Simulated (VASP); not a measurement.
# BP (F-43m) in VASP: further runs, part 2 of 2

VASP 6.6.1. The steps go on from the part before.

## 3. Single point, b88 exchange, pbe correlation, non-collinear spin, typed start

INCAR reads:

```
PREC = Accurate
ENCUT = 500
EDIFF = 1E-6
ISMEAR = 0
SIGMA = 0.01
LREAL = F
LASPH = T
NELM = 200
ALGO = Normal
ISIF = 2
LWAVE = F
LCHARG = T
LNONCOLLINEAR = T
MAGMOM = 0.289 0.289 0.289 0 0 0
LORBIT = 11
GGA = LIBXC
LIBXC1 = GGA_X_B88
LIBXC2 = GGA_C_PBE
LVHAR = T
NBANDS = 20
GGA_COMPAT = F
```

KPOINTS reads:

```
Automatic mesh
0
Gamma
  10 10 10
```

POSCAR reads:

```
BP
1.0
    0.0000000000      2.2690000000      2.2690000000
    2.2690000000      0.0000000000      2.2690000000
    2.2690000000      2.2690000000      0.0000000000
P B
1 1
Direct
    0.7500000000      0.7500000000      0.7500000000
    0.0000000000      0.0000000000      0.0000000000
```

Potentials or basis: VASP PAW PBE potentials, release 64 (P, B).

Command:

```bash
cat potpaw_PBE.64/P/POTCAR potpaw_PBE.64/B/POTCAR > POTCAR
mpirun -np 1 vasp_ncl > vasp.out
```

OUTCAR:

```text
PREC = Accurate
   ENCUT = 500
   EDIFF = 1E-6
   ISMEAR = 0
   LREAL = F
   LASPH = T
   NELM = 200
   ISIF = 2
   LNONCOLLINEAR = T
   LORBIT = 11
   GGA = LIBXC

 ion  position               nearest neighbor table
   1  0.750  0.750  0.750-   2 1.97   2 1.97   2 1.97   2 1.97
   2  0.000  0.000  0.000-   1 1.97   1 1.97   1 1.97   1 1.97

  LATTYP: Found a face centered cubic cell.
 ALAT       =     4.5380000000

  Lattice vectors:

 A1 = (   0.0000000000,   2.2690000000,   2.2690000000)
 A2 = (   2.2690000000,   0.0000000000,   2.2690000000)
 A3 = (   2.2690000000,   2.2690000000,   0.0000000000)

Analysis of symmetry for initial positions (statically):
=====================================================================
 Subroutine PRICEL returns:
 Original cell was already a primitive cell.

 Routine SETGRP: Setting up the symmetry group for a
 face centered cubic supercell.

 Subroutine GETGRP returns: Found 24 space group operations
 (whereof 24 operations were pure point group operations)
 out of a pool of 48 trial point group operations.

The static configuration has the point symmetry T_d .

Analysis of symmetry for dynamics (positions and initial velocities):
=====================================================================
 Subroutine PRICEL returns:
 Original cell was already a primitive cell.

 Routine SETGRP: Setting up the symmetry group for a
 face centered cubic supercell.

 Subroutine GETGRP returns: Found 24 space group operations
 (whereof 24 operations were pure point group operations)
 out of a pool of 48 trial point group operations.

The dynamic configuration has the point symmetry T_d .

Analysis of structural, dynamic, and magnetic symmetry:
=====================================================================
 Subroutine PRICEL returns:
 Original cell was already a primitive cell.

[... 150 lines left out ...]
  ext. energy  EPLUGINS =         0.00000000
  ---------------------------------------------------
  free energy    TOTEN  =       -12.72602200 eV

  energy without entropy =      -12.72602200  energy(sigma->0) =      -12.72602200

 E-fermi :   7.4873     XC(G=0): -10.9285

 val. band max:        7.4068371904   @ k =   0.0000   0.0000   0.0000
 cond. band min:       8.6541088526   @ k =   0.4000   0.4000   0.0000
 fundamental gap:      1.2472716622
 Fermi energy:         7.4873015704

 k-point     1 :       0.0000    0.0000    0.0000
  band No.  band energies     occupation
      1      -8.0505      1.00000
      2      -8.0504      1.00000
      3       7.4068      1.00000
      4       7.4068      1.00000
      5       7.4068      1.00000
      6       7.4068      1.00000
[... 541 lines left out ...]
     19      19.6391      0.00000
     20      19.6392      0.00000

 [... further k-points ...]
[... 5 lines left out ...]
  --------------------------------------------------------------------------------------
  -------------------------------------------------------------------------------------
  Total        0.1749237      0.1749237      0.1749237     -0.0000006     -0.0000006     -0.0000006
  in kB       11.9957039     11.9957039     11.9957039     -0.0000405     -0.0000405     -0.0000405
  external PRESSURE =      11.9957039 kB  Pullay stress =       0.0000000 kB

 VOLUME and BASIS-vectors are now :
 -----------------------------------------------------------------------------
  energy-cutoff  :      500.00
  volume of cell :       23.36
      direct lattice vectors                 reciprocal lattice vectors
     0.000000000  2.269000000  2.269000000    -0.220361393  0.220361393  0.220361393
     2.269000000  0.000000000  2.269000000     0.220361393 -0.220361393  0.220361393
     2.269000000  2.269000000  0.000000000     0.220361393  0.220361393 -0.220361393

 POSITION                                       TOTAL-FORCE (eV/Angst)
 -----------------------------------------------------------------------------------
      3.40350      3.40350      3.40350        -0.000000     -0.000000     -0.000000
      0.00000      0.00000      0.00000         0.000000      0.000000      0.000000
 -----------------------------------------------------------------------------------
    total drift:                               -0.000000     -0.000000     -0.000000

  FREE ENERGIE OF THE ION-ELECTRON SYSTEM (eV)
  ---------------------------------------------------
  free  energy   TOTEN  =       -12.7260219985 eV

  energy  without entropy=      -12.7260219985  energy(sigma->0) =      -12.72602200

 total charge

# of ion       s       p       d       tot
------------------------------------------
    1        0.993   1.579   0.000   2.572
    2        0.668   1.272   0.000   1.941
--------------------------------------------------
tot          1.661   2.851   0.000   4.513

 magnetization (x)

# of ion       s       p       d       tot
------------------------------------------
    1       -0.000  -0.000   0.000  -0.000
    2        0.000   0.000   0.000   0.000
--------------------------------------------------
tot         -0.000  -0.000   0.000  -0.000

 magnetization (y)

# of ion       s       p       d       tot
------------------------------------------
    1       -0.000  -0.000   0.000  -0.000
    2        0.000   0.000   0.000   0.000
--------------------------------------------------
tot         -0.000  -0.000   0.000  -0.000

 magnetization (z)

# of ion       s       p       d       tot
------------------------------------------
    1       -0.000  -0.000   0.000  -0.000
    2        0.000   0.000   0.000   0.000
--------------------------------------------------
tot         -0.000  -0.000   0.000  -0.000
```

Run time: 1.9 min. Hardware: 1 thread of Intel Xeon Platinum 8559C (Emerald Rapids), shared host; peak memory 0.34 GiB.

Results:

```
Free energy                                           : -12.7260 eV
Pressure                                              : 1.2 GPa
Band gap on the k mesh                                : 1.25 eV (least direct gap 3.42 eV)
Net moment                                            : 0.00 μB per cell
Valence electrons inside the program's atomic spheres : P 2.57; B 1.94
```

Levels at points of the mesh, in eV from the valence-band top:
| k point | band 6 | band 7 | band 8 | band 9 | band 10 | band 11 |
| --- | --- | --- | --- | --- | --- | --- |
| (0.00, 0.00, 0.00) | 0.00 | 0.00 | 0.00 | 3.42 | 3.42 | 3.42 |
| (0.50, 0.00, 0.00) | -1.75 | -1.75 | -1.75 | 3.78 | 3.78 | 4.73 |
| (0.50, 0.50, 0.50) | -1.75 | -1.75 | -1.75 | 3.78 | 3.78 | 4.73 |
| (0.50, 0.50, 0.00) | -4.11 | -4.11 | -4.11 | 1.34 | 1.34 | 1.67 |

Moments on the atoms (μB; x, y, z):
```
P   0.00 0.00 0.00
B   0.00 0.00 0.00
```

Caveat: the PAW data sets were made with another functional, which shifts forces and pressure a little. A k mesh can miss the band edges.

## 4. Single point, PBEsol-based screened hybrid with 25 % exact exchange

Changes to POSCAR since step 3:

```diff
@@ -8,3 +8,3 @@
 Direct
-    0.7500000000      0.7500000000      0.7500000000
+    0.2500000000      0.2500000000      0.2500000000
     0.0000000000      0.0000000000      0.0000000000
```

INCAR.step1 reads:

```
ALGO = Normal
EDIFF = 1E-5
ENCUT = 420
GGA = PE
GGA_COMPAT = False
ISIF = 2
ISMEAR = 0
LASPH = True
LREAL = False
LWAVE = True
NBANDS = 11
NELM = 120
PREC = Accurate
SIGMA = 0.01
```

INCAR.step2 reads:

```
AEXX = 0.25
ALGO = Normal
EDIFF = 1E-6
ENCUT = 420
GGA = PS
GGA_COMPAT = False
HFSCREEN = 0.207
ISIF = 2
ISMEAR = 0
ISTART = 1
LASPH = True
LCHARG = True
LELF = True
LHFCALC = True
LREAL = False
LVHAR = True
LWAVE = False
NBANDS = 11
NELM = 120
PREC = Accurate
PRECFOCK = Normal
SIGMA = 0.01
```

KPOINTS reads:

```
k-points
0
Gamma
  6 6 6
```

Command:

```bash
cat potpaw_PBE.64/P/POTCAR potpaw_PBE.64/B/POTCAR > POTCAR
cp INCAR.step1 INCAR
mpirun -np 1 vasp_std > vasp.out
cp INCAR.step2 INCAR
mpirun -np 1 vasp_std > vasp.out
```

Run time: 3 min. Hardware: 1 thread of Intel Xeon Platinum 8559C (Emerald Rapids), shared host; peak memory 0.24 GiB.

The run converged. Its results:

```
Free energy            : -15.3211 eV
Pressure               : -3.8 GPa
Band gap on the k mesh : 2.00 eV (least direct gap 4.31 eV)
```

Levels at points of the mesh, in eV from the valence-band top:
```csv
k point,band 2,band 3,band 4,band 5,band 6,band 7
"(0.00, 0.00, 0.00)",0.00,0.00,0.00,4.31,4.31,4.31
"(0.50, 0.00, 0.00)",-10.03,-1.94,-1.94,4.71,5.68,5.68
"(0.50, 0.50, 0.00)",-9.57,-4.54,-4.54,2.00,2.32,13.81
```

Caveat: the cell stands under tension; the PAW data sets were made with another functional, which shifts forces and pressure a little.

## 5. The runs side by side

```tsv
level	spin	k mesh	cutoff (eV)	smearing	grid for exact exchange (PRECFOCK)	share of exact exchange	screening parameter	gap on the mesh (eV)	pressure (GPa)
b88 exchange, pbe correlation	off	10 × 10 × 10	500	fermi-dirac 0.1 eV	-	-	-	1.25	1.2
b88 exchange, pbe correlation	non-collinear, typed start	10 × 10 × 10	500	gaussian 0.01 eV	-	-	-	1.25	1.2
PBEsol-based screened hybrid with 25 % exact exchange	off	6 × 6 × 6	420	gaussian 0.01 eV	Normal	0.25	0.207 1/Å	2.00	-3.8
```

Alike in all rows: task single point; potentials or basis VASP PAW PBE potentials, release 64 (P, B); cell as given.

On the cell as given the gap runs from 1.25 eV (b88 exchange, pbe correlation) to 2.00 eV (PBEsol-based screened hybrid with 25 % exact exchange); the meshes differ, which moves gaps too. The pressure there spans -3.8 GPa (PBEsol-based screened hybrid with 25 % exact exchange) to 1.2 GPa (b88 exchange, pbe correlation); a positive pressure means that this level wants a larger cell, a negative one a smaller.

Caveats: the PAW data sets were made with another functional, which shifts forces and pressure a little; the cell stands under tension (at least some runs).

Absolute energies hang on the potentials; compare differences alone.
